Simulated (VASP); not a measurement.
# SnO (P4/nmm) in VASP: a series of runs

The runs below take SnO through single point, relaxation of cell and atoms, with r2SCAN+rVV10, PBE.

All numbers are computed with VASP 6.6.1; they aren't measurements. Logs are shortened: lines on timing, memory, paths and dates and some standing lists are left out, and cuts for length are marked.

**1. The cell of the first run**

Symmetry: P4/nmm, No. 129, tetragonal system. Conventional cell: a = 3.888 Å, b = 3.888 Å, c = 4.983 Å, α = 90.00°, β = 90.00°, γ = 90.00°. Sn (site symmetry 4mm) has 4 O at 2.27 Å within 3.0 Å. O (site symmetry -4m2) has 4 Sn at 2.27 Å and 4 O at 2.75 Å within 3.0 Å.

**2. Single point, r2SCAN+rVV10**

File POSCAR:

```
SnO
1.0
    3.8884925471      0.0000000000      0.0000000000
    0.0000000000      3.8884925471      0.0000000000
    0.0000000000      0.0000000000      4.9827594627
Sn O
2 2
Direct
    0.5000000000      0.0000000000      0.7646261400
    0.0000000000      0.5000000000      0.2353738600
    0.0000000000      0.0000000000      0.0000000000
    0.5000000000      0.5000000000      0.0000000000
```

File INCAR.step1:

```
ALGO = Normal
EDIFF = 1E-5
ENCUT = 660
GGA = PE
GGA_COMPAT = False
ISMEAR = -1
LASPH = True
LCHARG = False
LREAL = False
LWAVE = True
NBANDS = 28
NELM = 120
PREC = Accurate
SIGMA = 0.05
```

File INCAR.step2:

```
ALGO = Normal
BPARAM = 11.95
CPARAM = 0.0093
EDIFF = 1E-6
ENCUT = 660
GGA_COMPAT = False
ISIF = 2
ISMEAR = -1
ISTART = 1
IVDW_NL = 2
LASPH = True
LCHARG = False
LMIXTAU = True
LREAL = False
LUSE_VDW = True
LWAVE = False
METAGGA = R2SCAN
NBANDS = 28
NELM = 120
PREC = Accurate
SIGMA = 0.05
```

File KPOINTS:

```
k-points
0
Gamma
  7 7 6
```

Potentials or basis: VASP PAW PBE potentials, release 64 (Sn_d, O).

Command:

```console
$ cat potpaw_PBE.64/Sn_d/POTCAR potpaw_PBE.64/O/POTCAR > POTCAR
$ cp INCAR.step1 INCAR
$ mpirun -np 1 vasp_std > vasp.out
$ cp INCAR.step2 INCAR
$ mpirun -np 1 vasp_std > vasp.out
```

OUTCAR:

```text
BPARAM = 11.95
   EDIFF = 1E-6
   ENCUT = 660
   ISIF = 2
   ISMEAR = -1
   ISTART = 1
   IVDW_NL = 2
   LASPH = True
   LREAL = False
   METAGGA = R2SCAN
   NELM = 120
   PREC = Accurate

 ion  position               nearest neighbor table
   1  0.500  0.000  0.765-   3 2.27   4 2.27   4 2.27   3 2.27   2 3.61   2 3.61   2 3.61   2 3.61

   2  0.000  0.500  0.235-   3 2.27   4 2.27   3 2.27   4 2.27   1 3.61   1 3.61   1 3.61   1 3.61

   3  0.000  0.000  0.000-   1 2.27   2 2.27   2 2.27   1 2.27
   4  0.500  0.500  0.000-   1 2.27   2 2.27   1 2.27   2 2.27

  LATTYP: Found a simple tetragonal cell.
 ALAT       =     3.8884925471
 C/A-ratio  =     1.2814116016

  Lattice vectors:

 A1 = (   3.8884925471,   0.0000000000,   0.0000000000)
 A2 = (   0.0000000000,   3.8884925471,   0.0000000000)
 A3 = (   0.0000000000,   0.0000000000,   4.9827594627)

Analysis of symmetry for initial positions (statically):
=====================================================================
 Subroutine PRICEL returns:
 Original cell was already a primitive cell.

 Routine SETGRP: Setting up the symmetry group for a
 simple tetragonal supercell.

 Subroutine GETGRP returns: Found 16 space group operations
 (whereof  8 operations were pure point group operations)
 out of a pool of 16 trial point group operations.

The static configuration has the point symmetry D_2d.
 The point group associated with its full space group is D_4h.

Analysis of symmetry for dynamics (positions and initial velocities):
=====================================================================
 Subroutine PRICEL returns:
 Original cell was already a primitive cell.

 Routine SETGRP: Setting up the symmetry group for a
 simple tetragonal supercell.

 Subroutine GETGRP returns: Found 16 space group operations
 (whereof  8 operations were pure point group operations)
 out of a pool of 16 trial point group operations.

The dynamic configuration has the point symmetry D_2d.
 The point group associated with its full space group is D_4h.

 Subroutine INISYM returns: Found 16 space group operations
 (whereof  8 operations are pure point group operations),
 and found     1 'primitive' translations

----------------------------------------------------------------------------------------

                                     Primitive cell

  volume of cell :      75.3412

  direct lattice vectors                    reciprocal lattice vectors
     3.888492547  0.000000000  0.000000000     0.257169067  0.000000000  0.000000000
     0.000000000  3.888492547  0.000000000     0.000000000  0.257169067  0.000000000
     0.000000000  0.000000000  4.982759463     0.000000000  0.000000000  0.200692008

  length of vectors
     3.888492547  3.888492547  4.982759463     0.257169067  0.257169067  0.200692008

  position of ions in fractional coordinates (direct lattice)
     0.500000000  0.000000000  0.764626140
     0.000000000  0.500000000  0.235373860
     0.000000000  0.000000000  0.000000000
     0.500000000  0.500000000  0.000000000

  ion indices of the primitive-cell ions
   primitive index   ion index
                 1           1
                 2           2
                 3           3
                 4           4

----------------------------------------------------------------------------------------

 KPOINTS: k-points

Automatic generation of k-mesh.
 Grid dimensions read from file:
 generate k-points for:    7    7    6

 Generating k-lattice:

  Cartesian coordinates                     Fractional coordinates (reciprocal lattice)
     0.036738438  0.000000000  0.000000000     0.142857143  0.000000000  0.000000000
     0.000000000  0.036738438  0.000000000     0.000000000  0.142857143  0.000000000
     0.000000000  0.000000000  0.033448668     0.000000000  0.000000000  0.166666667

  Length of vectors
     0.036738438  0.036738438  0.033448668

  Shift w.r.t. Gamma in fractional coordinates (k-lattice)
     0.000000000  0.000000000  0.000000000

 Subroutine IBZKPT returns following result:
 ===========================================

 Found     40 irreducible k-points:

 Following reciprocal coordinates:
            Coordinates               Weight
  0.000000  0.000000  0.000000      1.000000
  0.142857  0.000000  0.000000      4.000000
  0.285714  0.000000  0.000000      4.000000
  0.428571  0.000000  0.000000      4.000000
  0.142857  0.142857  0.000000      4.000000
  0.285714  0.142857  0.000000      8.000000
[... 16 lines left out ...]
  0.285714  0.000000  0.333333      8.000000
  0.428571  0.000000  0.333333      8.000000
 [... further k-points ...]
   k-points           NKPTS =     40   k-points in BZ     NKDIM =     40   number of bands    NBANDS=     28
   number of dos      NEDOS =    301   number of ions     NIONS =      4
   total plane-waves  NPLWV =  54432
   dimension x,y,z NGX =    36 NGY =   36 NGZ =   42
   dimension x,y,z NGXF=    72 NGYF=   72 NGZF=   84
   ions per type =               2   2
   NGX,Y,Z   is equivalent  to a cutoff of  15.39, 15.39, 14.01 a.u.
   NGXF,Y,Z  is equivalent  to a cutoff of  30.78, 30.78, 28.03 a.u.
 SYSTEM =  unknown system
   PREC   = accura    normal or accurate (medium, high low for compatibility)
   ISTART =      1    job   : 0-new  1-cont  2-samecut
   ICHARG =      0    charge: 1-file 2-atom 10-const
   ISPIN  =      1    spin polarized calculation?
   LNONCOLLINEAR =      F non collinear calculations
   LSORBIT =      F    spin-orbit coupling
   LASPH  =      T    aspherical Exc in radial PAW
   ENCUT  =  660.0 eV  48.51 Ry    6.96 a.u.   8.15  8.15 10.44*2*pi/ulx,y,z
   NELM   =    120;   NELMIN=  2; NELMDL=  0     # of ELM steps
   EDIFF  = 0.1E-05   stopping-criterion for ELM
   LREAL  =      F    real-space projection
   EDIFFG = 0.1E-04   stopping-criterion for IOM
   NSW    =      0    number of steps for IOM
   IBRION =     -1    ionic relax: 0-MD 1-quasi-New 2-CG
   NFREE  =      0    steps in history (QN), initial steepest desc. (CG)
   ISIF   =      2    stress and relaxation
   ISYM   =      2    0-nonsym 1-usesym 2-fastsym
   POTIM  = 0.5000    time-step for ionic-motion
   TEBEG  =    0.0;   TEEND  =   0.0 temperature during run
   PSTRESS=    0.0 pullay stress
   NELECT =      40.0000    total number of electrons
   NUPDOWN=      -1.0000    fix difference up-down
   EMIN   =  10.00;   EMAX   =-10.00  energy-range for DOS
   EFERMI =   0.00;   METHOD = LEGACY
   ISMEAR =    -1;   SIGMA  =   0.05  broadening in eV -4-tet -1-fermi 0-gaus
   EFERMI_NEDOS =   21; number of points for ismear=-14 and -15
   IALGO  =     38    algorithm
   IMIX   =      4    mixing-type and parameters
     AMIX     =   0.40;   BMIX     =  1.00
     AMIX_MAG =   1.60;   BMIX_MAG =  1.00
  volume/ion in A,a.u.               =      18.84       127.11
  Fermi-wavevector in a.u.,A,eV,Ry     =   1.325615  2.505049 23.908900  1.757255
  Thomas-Fermi vector in A             =   2.455063
   LORBIT       =      0    0 simple, 1 ext, 2 COOP (PROOUT), +10 PAW based schemes
   METAGGA = R2SCAN    functional components
   LHFCALC =     F    Hartree Fock is set to
   AEXX    =    0.0000 exact exchange contribution
   IVDW_NL    =     2    kernel type
   BPARAM     =11.9500
   IVDW    =     0    specifies the selected vdW correction
   LEPSILON=     F    determine dielectric tensor
   LRPA    =     F    only Hartree local field effects (RPA)
 non-spin polarized calculation
  energy-cutoff  :      660.00
  volume of cell :       75.34
 maximum number of plane-waves:      2920
 NGX is ok and might be reduce to    36
   NGX = 17   NGY = 17   NGZ = 21

 number of electron      40.0000015 magnetization

 Free energy of the ion-electron system (eV)
  ---------------------------------------------------
  ext. energy  EPLUGINS =         0.00000000
  ---------------------------------------------------
  free energy    TOTEN  =       -65.74738554 eV

  energy without entropy =      -65.74736993  energy(sigma->0) =      -65.74737773

 E-fermi :   6.3962     XC(G=0): -10.5881

 val. band max:        6.0618153812   @ k =   0.0000   0.0000   0.0000
 cond. band min:       6.7614010809   @ k =   0.4286   0.4286   0.0000
 fundamental gap:      0.6995856997
 Fermi energy:         6.3961581608

 k-point     1 :       0.0000    0.0000    0.0000
  band No.  band energies     occupation
      1     -16.4612      2.00000
      2     -16.0465      2.00000
      3     -16.0323      2.00000
      4     -16.0323      2.00000
      5     -16.0051      2.00000
      6     -15.9776      2.00000
[... 20 lines left out ...]
     27      13.1267      0.00000
     28      13.8755      0.00000

 k-point     2 :       0.1429    0.0000    0.0000
  band No.  band energies     occupation
      1     -16.4498      2.00000
      2     -16.0511      2.00000
      3     -16.0299      2.00000
      4     -16.0286      2.00000
      5     -16.0074      2.00000
      6     -16.0063      2.00000
[... 20 lines left out ...]
     27      13.4178      0.00000
     28      15.1936      0.00000

 k-point     3 :       0.2857    0.0000    0.0000
  band No.  band energies     occupation
      1     -16.4177      2.00000
      2     -16.1621      2.00000
      3     -16.0222      2.00000
      4     -16.0197      2.00000
      5     -16.0126      2.00000
      6     -16.0087      2.00000
[... 20 lines left out ...]
     27      13.7837      0.00000
     28      17.2375      0.00000

 k-point     4 :       0.4286    0.0000    0.0000
  band No.  band energies     occupation
      1     -16.3641      2.00000
      2     -16.2802      2.00000
      3     -16.0122      2.00000
      4     -16.0118      2.00000
      5     -16.0102      2.00000
      6     -16.0065      2.00000
[... 20 lines left out ...]
     27      14.4140      0.00000
     28      15.6088      0.00000

 k-point     5 :       0.1429    0.1429    0.0000
  band No.  band energies     occupation
      1     -16.4401      2.00000
      2     -16.0764      2.00000
      3     -16.0372      2.00000
      4     -16.0369      2.00000
      5     -16.0156      2.00000
      6     -16.0047      2.00000
[... 20 lines left out ...]
     27      14.3471      0.00000
     28      15.7707      0.00000

 k-point     6 :       0.2857    0.1429    0.0000
  band No.  band energies     occupation
      1     -16.4133      2.00000
      2     -16.1900      2.00000
      3     -16.0337      2.00000
      4     -16.0228      2.00000
      5     -16.0064      2.00000
      6     -16.0046      2.00000
[... 463 lines left out ...]
      5     -15.9966      2.00000
      6     -15.9698      2.00000
[... 20 lines left out ...]
     27      13.8487      0.00000
     28      14.5712      0.00000

 k-point    22 :       0.1429    0.0000    0.3333
  band No.  band energies     occupation
      1     -16.4425      2.00000
      2     -16.0650      2.00000
      3     -16.0244      2.00000
      4     -16.0208      2.00000
      5     -16.0072      2.00000
      6     -15.9984      2.00000
[... 20 lines left out ...]
     27      14.1904      0.00000
     28      15.4466      0.00000

 k-point    23 :       0.2857    0.0000    0.3333
  band No.  band energies     occupation
      1     -16.4157      2.00000
      2     -16.1792      2.00000
      3     -16.0294      2.00000
      4     -16.0161      2.00000
      5     -16.0119      2.00000
      6     -16.0083      2.00000
[... 20 lines left out ...]
     27      14.7162      0.00000
     28      16.8012      0.00000

 k-point    24 :       0.4286    0.0000    0.3333
  band No.  band energies     occupation
      1     -16.3693      2.00000
      2     -16.2923      2.00000
      3     -16.0319      2.00000
      4     -16.0256      2.00000
      5     -16.0050      2.00000
      6     -16.0046      2.00000
[... 20 lines left out ...]
     27      15.2955      0.00000
     28      16.1386      0.00000

 [... further k-points ...]

------------------------ aborting loop because EDIFF is reached ----------------------------------------

  FORCE on cell =-STRESS in cart. coord.  units (eV):
  Direction    XX          YY          ZZ          XY          YZ          ZX
  --------------------------------------------------------------------------------------
  -------------------------------------------------------------------------------------
  Total       -3.0188433     -3.0188433     -2.3716114      0.0000000      0.0000000      0.0000000
  in kB      -64.1975843    -64.1975843    -50.4337949      0.0000000      0.0000000      0.0000000
  external PRESSURE =     -59.6096545 kB  Pullay stress =       0.0000000 kB

 VOLUME and BASIS-vectors are now :
 -----------------------------------------------------------------------------
  energy-cutoff  :      660.00
  volume of cell :       75.34
      direct lattice vectors                 reciprocal lattice vectors
     3.888492547  0.000000000  0.000000000     0.257169067  0.000000000  0.000000000
     0.000000000  3.888492547  0.000000000     0.000000000  0.257169067  0.000000000
     0.000000000  0.000000000  4.982759463     0.000000000  0.000000000  0.200692008

 POSITION                                       TOTAL-FORCE (eV/Angst)
 -----------------------------------------------------------------------------------
      1.94425      0.00000      3.80995        -0.000000      0.000000      0.739430
      0.00000      1.94425      1.17281         0.000000      0.000000     -0.739430
      0.00000      0.00000      0.00000         0.000000      0.000000      0.000000
      1.94425      1.94425      0.00000         0.000000     -0.000000      0.000000
 -----------------------------------------------------------------------------------
    total drift:                                0.000000      0.000000      0.000000

  FREE ENERGIE OF THE ION-ELECTRON SYSTEM (eV)
  ---------------------------------------------------
  free  energy   TOTEN  =       -65.7473855357 eV

  energy  without entropy=      -65.7473699257  energy(sigma->0) =      -65.74737773
```

Wall time 4.7 min (1 thread of AMD EPYC 9R45 (Zen 5), shared host); peak memory 0.46 GiB.

Results:

- Free energy: -65.7474 eV
- Pressure: -6.0 GPa
- Largest force: 0.739 eV/Å
- Band gap on the k mesh: 0.70 eV (least direct gap 2.29 eV)

Forces in eV/Å, atoms in the order of the input:
```
Sn   0.000  0.000  0.739
Sn   0.000  0.000 -0.739
O    0.000  0.000  0.000
O    0.000  0.000  0.000
```

Caveat: the cell stands under tension; the PAW data sets were made with another functional, which shifts forces and pressure a little; spin-orbit coupling is left out, which moves the levels of the heavy elements; an odd mesh through Γ misses points on the zone boundary, where band edges can lie.

**3. Relaxation of cell and atoms, PBE**

This run uses another cell than the first one, of 17.77 Å³/atom.

File INCAR:

```
ALGO     = Normal         # electronic algorithm
EDIFF    = 1E-6           # SCF threshold, eV
EDIFFG   = -0.01          # ionic threshold
ENCUT    = 600            # plane-wave cutoff, eV
GGA      = PE             # functional
IBRION   = 2              # ionic algorithm
ISIF     = 3              # what is computed and relaxed
ISMEAR   = -1             # smearing method
LASPH    = T              # aspherical terms in the spheres
LCHARG   = F              # write CHGCAR
LREAL    = F              # projectors in reciprocal space
LWAVE    = F              # write WAVECAR
NELM     = 60             # most SCF steps
NSW      = 60             # ionic steps
PREC     = Accurate       # precision mode
SIGMA    = 0.05           # smearing width, eV
```

KPOINTS is that of step 2.

File POSCAR:

```
SnO
1.0
    3.8136952200      0.0000000000      0.0000000000
    0.0000000000      3.8136952200      0.0000000000
    0.0000000000      0.0000000000      4.8869133000
Sn O
2 2
Direct
    0.5000000000      0.0000000000      0.7646261400
    0.0000000000      0.5000000000      0.2353738600
    0.0000000000      0.0000000000      0.0000000000
    0.5000000000      0.5000000000      0.0000000000
```

Potentials or basis: VASP PAW PBE potentials, release 64 (Sn_d, O).

Command:

```console
$ cat potpaw_PBE.64/Sn_d/POTCAR potpaw_PBE.64/O/POTCAR > POTCAR
$ mpirun -np 1 vasp_std > vasp.out
```

It took 8.9 min on 1 thread of Intel Xeon Platinum 8259CL at 2.50GHz (Skylake/Cascade Lake), shared host; peak memory 0.23 GiB.

It converged, with:

| Item | Value |
| --- | --- |
| Free energy | -22.7256 eV |
| Relaxed volume | 18.81 Å³/atom |
| Relaxed cell | a = 3.868 Å, b = 3.868 Å, c = 5.031 Å, α = 90.00°, β = 90.00°, γ = 90.00° |
| Space group after relaxing (to 0.1 Å) | P4/nmm (No. 129) |
| Energy gained by relaxing | 8.9 meV/atom |
| Ionic steps | 14 |
| Pressure after relaxing | 0.0 GPa |
| Largest force after relaxing | 0.005 eV/Å |
| Band gap on the k mesh | 0.65 eV (least direct gap 1.93 eV) |

Forces on the atoms (eV/Å):
```
Sn   0.000  0.000 -0.005
Sn   0.000  0.000  0.005
O    0.000  0.000  0.000
O    0.000  0.000  0.000
```

Step by step:
| step | energy change (eV) | largest force (eV/Å) | pressure (GPa) | volume (Å³) |
| --- | --- | --- | --- | --- |
| 1 | 0.0000 | 0.4547 | 3.77 | 71.08 |
| 2 | -0.0035 | 0.6835 | -2.72 | 75.46 |
| 3 | -0.0302 | 0.1560 | 0.19 | 73.28 |
| 4 | -0.0302 | 0.1441 | 0.28 | 73.23 |
| 5 | -0.0322 | 0.0831 | 0.20 | 73.57 |
| 6 | -0.0331 | 0.0143 | 0.12 | 73.95 |
| 7 | -0.0331 | 0.0082 | 0.11 | 73.98 |
| 8 | -0.0337 | 0.0270 | -0.04 | 74.23 |
| 9 | -0.0342 | 0.0459 | -0.16 | 74.48 |
| 10 | -0.0345 | 0.0837 | -0.40 | 74.98 |
| 11 | -0.0347 | 0.0728 | -0.35 | 75.02 |
| 12 | -0.0353 | 0.0409 | -0.17 | 75.11 |
| 13 | -0.0355 | 0.0244 | 0.13 | 75.31 |
| 14 | -0.0356 | 0.0055 | 0.03 | 75.25 |

Final structure:
```xyz
4
Lattice="3.8677 0.0000 0.0000 0.0000 3.8677 0.0000 0.0000 0.0000 5.0306" Properties=species:S:1:pos:R:3 pbc="T T T"
Sn    1.9339    0.0000    3.8684
Sn    0.0000    1.9339    1.1622
O     0.0000    0.0000    0.0000
O     1.9339    1.9339    0.0000
```

Levels at points of the mesh, in eV from the valence-band top:
```csv
k point,band 18,band 19,band 20,band 21,band 22,band 23
"(0.00, 0.00, 0.00)",-2.88,-2.88,0.00,1.93,4.15,4.85
"(0.00, 0.00, 0.50)",-2.89,-2.89,-1.95,1.73,3.24,3.24
```

Caveat: spin-orbit coupling is left out, which moves the levels of the heavy elements; an odd mesh through Γ misses points on the zone boundary, where band edges can lie.
